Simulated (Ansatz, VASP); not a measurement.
Mg: VASP beside Ansatz

INCAR

```
PREC = Accurate ; ENCUT = 520
EDIFF = 1E-7 ; ISMEAR = -1
SIGMA = 0.1 ; LREAL = False
LASPH = True ; NELM = 60
ALGO = Normal ; ISIF = 2
LWAVE = False ; LCHARG = False
GGA = PE ; NBANDS = 9
```

Contents of KPOINTS:

```
regular mesh
0
Gamma
  19 19 10
```

Contents of POSCAR:

```
Mg
1.0
    3.1077245113      0.0000000000      0.0000000000
   -1.5538622556      2.6913683747      0.0000000000
    0.0000000000      0.0000000000      5.0457369161
Mg
2
Direct
    0.3333333333      0.6666666667      0.2500000000
    0.6666666667      0.3333333333      0.7500000000
```

Input for Ansatz:

```yaml
crystal:
  lattice:
    - [3.1077245113, 0.0, 0.0]
    - [-1.5538622556, 2.6913683747, 0.0]
    - [0.0, 0.0, 5.0457369161]
  atoms:
    - { symbol: Mg, position: [0.3333333333, 0.6666666667, 0.25] }
    - { symbol: Mg, position: [0.6666666667, 0.3333333333, 0.75] }
hamiltonian:
  xc: pbe
  pseudopotentials:
    kind: paw
    azcp:
      Mg: "pseudopotentials/Mg.paw.azcp"
basis:
  ecutwfc: 420
  fft_grid_basis: typed
kpoints:
  mp_grid: { grid: [19, 19, 10], shift: [0, 0, 0] }
magnetization:
  spin_polarized: false
scf:
  occupations: { method: fermi_dirac, width: 0.1 }
output:
  stress: true
```

Alike in both runs: task single point; functional PBE; k mesh 19 × 19 × 10; occupations fermi-dirac, width 0.1 eV; no spin polarisation.

```csv
,VASP,Ansatz
version,VASP 6.6.1,Ansatz 0.2.0
potentials or method,"VASP PAW PBE potentials, release 64 (Mg), cutoff 520 eV","plane waves (420 eV) with PAW, scalar-relativistic"
valence electrons in the cell,4,20
```

|  | VASP | Ansatz | Ansatz less VASP |
| --- | --- | --- | --- |
| pressure (GPa) | 3.5 | 3.6 | +0.12 |
| traceless stress, the component that is largest in VASP (GPa) | -0.06 | -0.06 | +0.003 |

VASP's potentials hold 4 valence electrons a cell and Ansatz's 20, so a difference there can come from the potentials and not from the codes.
